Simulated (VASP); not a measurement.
Cs2LiMoF6, 10 atoms in the cell. Symmetry: Fm-3m, No. 225, cubic system. The conventional cell has a = 8.694 Å, b = 8.694 Å, c = 8.694 Å, α = 90.00°, β = 90.00°, γ = 90.00°. Cs (site symmetry -43m) has 12 F at 3.08 Å and 4 Li at 3.76 Å and 4 Mo at 3.76 Å within 4.0 Å. Li (site symmetry m-3m) has 6 F at 2.26 Å within 3.0 Å. Mo (site symmetry m-3m) has 6 F at 2.09 Å within 2.8 Å. Within 2.8 Å of F (site symmetry 4mm) lie 1 Mo at 2.09 Å and 1 Li at 2.26 Å. 

```yaml
Program: VASP 6.6.1
Task: single point
Functional: PBE
Dispersion: D3(BJ)
Potentials_or_basis: VASP PAW PBE potentials, release 64 (Cs_sv, Li_sv, Mo_sv, F)
Cutoff: 520 eV
k_mesh: 4 × 4 × 4
Occupations: fermi-dirac, width 0.1 eV
Spin: collinear spin
Starting_moments: "[0.0, 0.0, 0.0, 1.0, 0.0, 0.0, 0.0, 0.0, 0.0, 0.0] μB"
Dipole_correction: no
Further_INCAR_settings: ALGO = Normal; EDIFF = 1e-06; NBANDS = 54
```

Potentials or basis: VASP PAW PBE potentials, release 64 (Cs_sv, Li_sv, Mo_sv, F).

The run is started by

```sh
$ cat potpaw_PBE.64/Cs_sv/POTCAR potpaw_PBE.64/Li_sv/POTCAR potpaw_PBE.64/Mo_sv/POTCAR potpaw_PBE.64/F/POTCAR > POTCAR
$ mpirun -np 1 vasp_std > vasp.out
```

Hardware: 1 thread of Intel(R) Xeon(R) Platinum 8488C (Sapphire Rapids), with other jobs on the host.

Estimate the wall time of this run.

Wall time 2.9 min on 1 thread of Intel(R) Xeon(R) Platinum 8488C (Sapphire Rapids) (shared host), peak memory 0.47 GiB. Counts: scf iterations 16, k points 8.
